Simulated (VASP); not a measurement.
# Y (Pm-3m) in VASP: further runs

Y is run at these levels: PBEsol; tasks: single point, relaxation of cell and atoms.

Program: VASP 6.6.1. These are calculated values, not measurements. Logs are shortened: lines on timing, memory, paths and dates and some standing lists are left out, and cuts for length are marked.

## 1. The cell of the first run

Symmetry: Pm-3m, No. 221, cubic system. The conventional cell has a = 3.220 Å, b = 3.220 Å, c = 3.220 Å, α = 90.00°, β = 90.00°, γ = 90.00°. Within 4.2 Å of Y (site symmetry m-3m) lie 6 Y at 3.22 Å.

This isn't the form of Y at room conditions, which is hcp.

## 2. Single point, PBEsol

Input file INCAR:

```
ALGO = Normal
EDIFF = 1E-6
ENCUT = 500
GGA = PS
GGA_COMPAT = F
ISIF = 2
ISMEAR = -1
LASPH = T
LCHARG = F
LREAL = F
LWAVE = F
NBANDS = 12
NELM = 120
PREC = Accurate
SIGMA = 0.1
```

Input file KPOINTS:

```
k-points
0
Gamma
  7 7 7
```

Input file POSCAR:

```
Y
1.0
    3.2204022765      0.0000000000      0.0000000000
    0.0000000000      3.2204022765      0.0000000000
    0.0000000000      0.0000000000      3.2204022765
Y
1
Direct
    0.0000000000      0.0000000000      0.0000000000
```

Potentials or basis: VASP PAW PBE potentials, release 64 (Y_sv).

Launch:

```sh
> cat potpaw_PBE.64/Y_sv/POTCAR > POTCAR
> mpirun -np 1 vasp_std > vasp.out
```

OUTCAR:

```text
EDIFF = 1E-6
   ENCUT = 500
   GGA = PS
   ISIF = 2
   ISMEAR = -1
   LASPH = T
   LREAL = F
   NELM = 120
   PREC = Accurate

 ion  position               nearest neighbor table
   1  0.000  0.000  0.000-

  LATTYP: Found a simple cubic cell.
 ALAT       =     3.2204022765

  Lattice vectors:

 A1 = (   3.2204022765,   0.0000000000,   0.0000000000)
 A2 = (   0.0000000000,   3.2204022765,   0.0000000000)
 A3 = (   0.0000000000,   0.0000000000,   3.2204022765)

Analysis of symmetry for initial positions (statically):
=====================================================================
 Subroutine PRICEL returns:
 Original cell was already a primitive cell.

 Routine SETGRP: Setting up the symmetry group for a
 simple cubic supercell.

 Subroutine GETGRP returns: Found 48 space group operations
 (whereof 48 operations were pure point group operations)
 out of a pool of 48 trial point group operations.

The static configuration has the point symmetry O_h .

Analysis of symmetry for dynamics (positions and initial velocities):
=====================================================================
 Subroutine PRICEL returns:
 Original cell was already a primitive cell.

 Routine SETGRP: Setting up the symmetry group for a
 simple cubic supercell.

 Subroutine GETGRP returns: Found 48 space group operations
 (whereof 48 operations were pure point group operations)
 out of a pool of 48 trial point group operations.

The dynamic configuration has the point symmetry O_h .

 Subroutine INISYM returns: Found 48 space group operations
 (whereof 48 operations are pure point group operations),
 and found     1 'primitive' translations

----------------------------------------------------------------------------------------

                                     Primitive cell

  volume of cell :      33.3988

  direct lattice vectors                    reciprocal lattice vectors
     3.220402277  0.000000000  0.000000000     0.310520213  0.000000000  0.000000000
     0.000000000  3.220402277  0.000000000     0.000000000  0.310520213  0.000000000
     0.000000000  0.000000000  3.220402277     0.000000000  0.000000000  0.310520213

  length of vectors
     3.220402277  3.220402277  3.220402277     0.310520213  0.310520213  0.310520213

  position of ions in fractional coordinates (direct lattice)
     0.000000000  0.000000000  0.000000000

  ion indices of the primitive-cell ions
   primitive index   ion index
                 1           1

[... 72 lines left out ...]
   ISIF   =      2    stress and relaxation
   ISYM   =      2    0-nonsym 1-usesym 2-fastsym
   POTIM  = 0.5000    time-step for ionic-motion
   TEBEG  =    0.0;   TEEND  =   0.0 temperature during run
   PSTRESS=    0.0 pullay stress
   NELECT =      11.0000    total number of electrons
   NUPDOWN=      -1.0000    fix difference up-down
   EMIN   =  10.00;   EMAX   =-10.00  energy-range for DOS
   EFERMI =   0.00;   METHOD = LEGACY
   ISMEAR =    -1;   SIGMA  =   0.10  broadening in eV -4-tet -1-fermi 0-gaus
   EFERMI_NEDOS =   21; number of points for ismear=-14 and -15
   IALGO  =     38    algorithm
   IMIX   =      4    mixing-type and parameters
     AMIX     =   0.40;   BMIX     =  1.00
     AMIX_MAG =   1.60;   BMIX_MAG =  1.00
  volume/ion in A,a.u.               =      33.40       225.39
  Fermi-wavevector in a.u.,A,eV,Ry     =   1.130565  2.136458 17.390662  1.278178
  Thomas-Fermi vector in A             =   2.267262
   LORBIT       =      0    0 simple, 1 ext, 2 COOP (PROOUT), +10 PAW based schemes
   GGA     = PS    functional components
   LHFCALC =     F    Hartree Fock is set to
   AEXX    =    0.0000 exact exchange contribution
   IVDW    =     0    specifies the selected vdW correction
   LEPSILON=     F    determine dielectric tensor
   LRPA    =     F    only Hartree local field effects (RPA)
 non-spin polarized calculation
  energy-cutoff  :      500.00
  volume of cell :       33.40
 maximum number of plane-waves:       870
 NGX is ok and might be reduce to    24
   NGX = 11   NGY = 11   NGZ = 11

 number of electron      11.0000000 magnetization

 Free energy of the ion-electron system (eV)
  ---------------------------------------------------
  ext. energy  EPLUGINS =         0.00000000
  ---------------------------------------------------
  free energy    TOTEN  =        -6.05232675 eV

  energy without entropy =       -5.97204710  energy(sigma->0) =       -6.01218692

 E-fermi :   2.8067     XC(G=0):  -9.4165

 val. band max:        2.7904331928   @ k =   0.4286   0.4286   0.0000
 cond. band min:       2.8185750644   @ k =   0.4286   0.0000   0.0000
 fundamental gap:      0.0281418716
 Fermi energy:         2.8067232442

 k-point     1 :       0.0000    0.0000    0.0000
  band No.  band energies     occupation
      1     -40.0356      2.00000
      2     -19.6585      2.00000
      3     -19.6585      2.00000
      4     -19.6585      2.00000
      5      -1.7495      2.00000
      6       2.1258      1.99780
      7       2.1258      1.99780
      8       8.2340      0.00000
      9       8.2340      0.00000
     10       8.2340      0.00000
     11      13.1825      0.00000
     12      13.1825      0.00000
[... 271 lines left out ...]
 k-point    20 :       0.4286    0.4286    0.4286
  band No.  band energies     occupation
      1     -39.8163      2.00000
      2     -20.2194      2.00000
      3     -20.2137      2.00000
      4     -20.2137      2.00000
      5       2.0690      1.99875
      6       2.3749      1.97372
      7       2.3749      1.97372
      8       8.5610      0.00000
      9       8.5610      0.00000
     10       9.0506      0.00000
     11       9.7402      0.00000
     12      12.3639      0.00000

------------------------ aborting loop because EDIFF is reached ----------------------------------------

  FORCE on cell =-STRESS in cart. coord.  units (eV):
  Direction    XX          YY          ZZ          XY          YZ          ZX
  --------------------------------------------------------------------------------------
  -------------------------------------------------------------------------------------
  Total       -0.0926728     -0.0926728     -0.0926728     -0.0000000     -0.0000000      0.0000000
  in kB       -4.4456224     -4.4456224     -4.4456224     -0.0000000     -0.0000000      0.0000000
  external PRESSURE =      -4.4456224 kB  Pullay stress =       0.0000000 kB

 VOLUME and BASIS-vectors are now :
 -----------------------------------------------------------------------------
  energy-cutoff  :      500.00
  volume of cell :       33.40
      direct lattice vectors                 reciprocal lattice vectors
     3.220402277  0.000000000  0.000000000     0.310520213  0.000000000  0.000000000
     0.000000000  3.220402277  0.000000000     0.000000000  0.310520213  0.000000000
     0.000000000  0.000000000  3.220402277     0.000000000  0.000000000  0.310520213

 POSITION                                       TOTAL-FORCE (eV/Angst)
 -----------------------------------------------------------------------------------
      0.00000      0.00000      0.00000         0.000000      0.000000      0.000000
 -----------------------------------------------------------------------------------
    total drift:                                0.000000      0.000000      0.000000

  FREE ENERGIE OF THE ION-ELECTRON SYSTEM (eV)
  ---------------------------------------------------
  free  energy   TOTEN  =        -6.0523267460 eV

  energy  without entropy=       -5.9720471039  energy(sigma->0) =       -6.01218692
```

OSZICAR:

```text
N       E                     dE             d eps       ncg     rms          rms(c)
DAV:   1     0.249210639761E+02    0.24921E+02   -0.53950E+03   480   0.799E+02
DAV:   2    -0.505293523981E+01   -0.29974E+02   -0.28955E+02   576   0.164E+02
DAV:   3    -0.626302662165E+01   -0.12101E+01   -0.11909E+01   656   0.213E+01
DAV:   4    -0.629082305894E+01   -0.27796E-01   -0.27780E-01   568   0.315E+00
DAV:   5    -0.629140938013E+01   -0.58632E-03   -0.58631E-03   620   0.366E-01    0.201E+01
DAV:   6    -0.608353085362E+01    0.20788E+00   -0.23538E-01   516   0.302E+00    0.119E+01
DAV:   7    -0.605570206839E+01    0.27829E-01   -0.27414E-01   588   0.316E+00    0.970E-01
DAV:   8    -0.605266068252E+01    0.30414E-02   -0.44159E-02   536   0.148E+00    0.430E-01
DAV:   9    -0.605243330464E+01    0.22738E-03   -0.92620E-04   564   0.268E-01    0.130E-01
DAV:  10    -0.605233958313E+01    0.93722E-04   -0.40412E-04   544   0.163E-01    0.262E-02
DAV:  11    -0.605232680628E+01    0.12777E-04   -0.57674E-05   544   0.542E-02    0.155E-02
DAV:  12    -0.605232674600E+01    0.60274E-07   -0.29135E-06   556   0.139E-02
   1 F= -.60523267E+01 E0= -.60121869E+01  d E =-.802796E-01
```

stdout:

```text
POSCAR found type information on POSCAR Y
 POSCAR found :  1 types and       1 ions
 scaLAPACK will be used
 -----------------------------------------------------------------------------
|                                                                             |
|                                                                             |
|     You enforced a specific xc type in the INCAR file but a different       |
|     I HOPE YOU KNOW WHAT YOU ARE DOING!                                     |
|                                                                             |
 -----------------------------------------------------------------------------

 LDA part: xc-table for (Slater+PW92), standard interpolation
 POSCAR, INCAR and KPOINTS ok, starting setup
 FFT: planning ... GRIDC
 FFT: planning ... GRID_SOFT
 FFT: planning ... GRID
 WAVECAR not read
 entering main loop
```

It took 4.3 s on 1 thread of Intel Xeon 6975P-C (Granite Rapids), shared host; peak memory 0.14 GiB.

Results:

```
Free energy            : -6.0523 eV
Pressure               : -0.4 GPa
Band gap on the k mesh : zero (an odd number of electrons rules out a gap without spin polarisation)
```

Levels at points of the mesh, in eV from the Fermi level:
```csv
k point,band 2,band 3,band 4,band 5,band 6,band 7,band 8,band 9,band 10,band 11
"(0.00, 0.00, 0.00)",-22.47,-22.47,-22.47,-4.56,-0.68,-0.68,5.43,5.43,5.43,10.38
```

Caveat: the PAW data sets were made with another functional, which shifts forces and pressure a little.

## 3. Relaxation of cell and atoms, PBEsol

This run uses another cell than the first one, of 32.91 Å³/atom.

Input file INCAR:

```
SYSTEM = Y
  ALGO = Normal
  EDIFF = 1E-7
  EDIFFG = -0.01
  ENCUT = 500
  GGA = PS
  GGA_COMPAT = .False.
  IBRION = 2
  ISIF = 3
  ISMEAR = -1
  LASPH = .True.
  LCHARG = .False.
  LREAL = .False.
  LWAVE = .False.
  NELM = 120
  NELMIN = 4
  NSW = 60
  PREC = Accurate
  SIGMA = 0.1
```

Input file KPOINTS:

```
k-points
0
Gamma
  7 7 7
  0 0 0
```

Input file POSCAR:

```
Y
1.0
    3.2044594299      0.0000000000      0.0000000000
    0.0000000000      3.2044594299      0.0000000000
    0.0000000000      0.0000000000      3.2044594299
Y
1
Direct
    0.0000000000      0.0000000000      0.0000000000
```

Potentials or basis: VASP PAW PBE potentials, release 64 (Y_sv).

Launch:

```sh
> cat potpaw_PBE.64/Y_sv/POTCAR > POTCAR
> mpirun -np 1 vasp_std > vasp.out
```

It took 4.7 s on 1 thread of Intel Xeon 6975P-C (Granite Rapids), shared host; peak memory 0.14 GiB.

It converged, with:

```
Free energy             : -6.0530 eV
Pressure after relaxing : 0.0 GPa
Band gap on the k mesh  : zero (an odd number of electrons rules out a gap without spin polarisation)
```

Final structure:
```
Y
1.0
     3.20446    0.00000    0.00000
     0.00000    3.20446    0.00000
     0.00000    0.00000    3.20446
Y
1
Direct
  0.00000 0.00000 0.00000
```

Levels at points of the mesh, in eV from the Fermi level:
```tsv
k point	band 2	band 3	band 4	band 5	band 6	band 7	band 8	band 9
(0.00, 0.00, 0.00)	-22.43	-22.43	-22.43	-4.58	-0.70	-0.70	5.51	5.51
```

Caveat: the relaxation stopped at its first step, so nothing moved; the PAW data sets were made with another functional, which shifts forces and pressure a little.

## 4. Relaxation of cell and atoms, PBEsol

This run uses another cell than the first one, of 36.26 Å³/atom.

Input file INCAR:

```
PREC     = Accurate       # precision mode
ENCUT    = 500            # plane-wave cutoff, eV
EDIFF    = 1E-7           # SCF threshold, eV
ISMEAR   = -1             # smearing method
SIGMA    = 0.1            # smearing width, eV
LREAL    = False          # projectors in reciprocal space
LASPH    = True           # aspherical terms in the spheres
NELM     = 120            # most SCF steps
ALGO     = Normal         # electronic algorithm
ISIF     = 3              # what is computed and relaxed
LWAVE    = False          # write WAVECAR
LCHARG   = False          # write CHGCAR
GGA      = PS             # functional
IBRION   = 2              # ionic algorithm
NSW      = 60             # ionic steps
EDIFFG   = -0.01          # ionic threshold
GGA_COMPAT= False        
NELMIN   = 4
```

Input file KPOINTS:

```
Automatic mesh
0
Gamma
  7 7 7
```

Input file POSCAR:

```
Y
1.0
    3.3100000000      0.0000000000      0.0000000000
    0.0000000000      3.3100000000      0.0000000000
    0.0000000000      0.0000000000      3.3100000000
Y
1
Direct
    0.0000000000      0.0000000000      0.0000000000
```

Launch:

```sh
> cat potpaw_PBE.64/Y_sv/POTCAR > POTCAR
> mpirun -np 1 vasp_std > vasp.out
```

Wall time 13 s (1 thread of Intel Xeon 6975P-C (Granite Rapids), shared host); peak memory 0.15 GiB.

The run converged. Its results:

```yaml
Free_energy: -6.0533 eV
Relaxed_volume: 32.90 Å³/atom
Relaxed_cell: a = 3.204 Å, b = 3.204 Å, c = 3.204 Å, α = 90.00°, β = 90.00°, γ = 90.00°
Space_group_after_relaxing_to_0.1_Å: Pm-3m (No. 221)
Energy_gained_by_relaxing: 27.0 meV/atom
Ionic_steps: 3
Pressure_after_relaxing: 0.0 GPa
Band_gap_on_the_k_mesh: zero (an odd number of electrons rules out a gap without spin polarisation)
```

The path:
```tsv
step	energy change (eV)	largest force (eV/Å)	pressure (GPa)	volume (Å³)
1	0.0000	0.0000	-2.39	36.26
2	-0.0259	0.0000	-0.52	33.50
3	-0.0270	0.0000	-0.02	32.90
```

Final structure:
```xyz
1
Lattice="3.2041 0.0000 0.0000 0.0000 3.2041 0.0000 0.0000 0.0000 3.2041" Properties=species:S:1:pos:R:3 pbc="T T T"
Y     0.0000    0.0000    0.0000
```

Levels at points of the mesh, in eV from the Fermi level:
```csv
k point,band 2,band 3,band 4,band 5,band 6,band 7,band 8,band 9
"(0.00, 0.00, 0.00)",-22.43,-22.43,-22.43,-4.58,-0.70,-0.70,5.51,5.51
```

Caveat: the PAW data sets were made with another functional, which shifts forces and pressure a little.

## 5. Summary

```tsv
task	cell	gap on the mesh (eV)	pressure (GPa)
single point	a = 3.220 Å, 1 atom	none	-0.4
relaxation of cell and atoms	relaxed from a = 3.204 Å, 1 atom	none	0.0
relaxation of cell and atoms	relaxed from a = 3.310 Å, 1 atom	none	0.0
```

Alike in all rows: level PBEsol; potentials or basis VASP PAW PBE potentials, release 64 (Y_sv); no spin polarisation; k mesh 7 × 7 × 7; cutoff (eV) 500; smearing fermi-dirac 0.1 eV.

Caveats: the PAW data sets were made with another functional, which shifts forces and pressure a little; the relaxation stopped at its first step, so nothing moved (at least some runs).

Absolute energies hang on the potentials; compare differences alone.
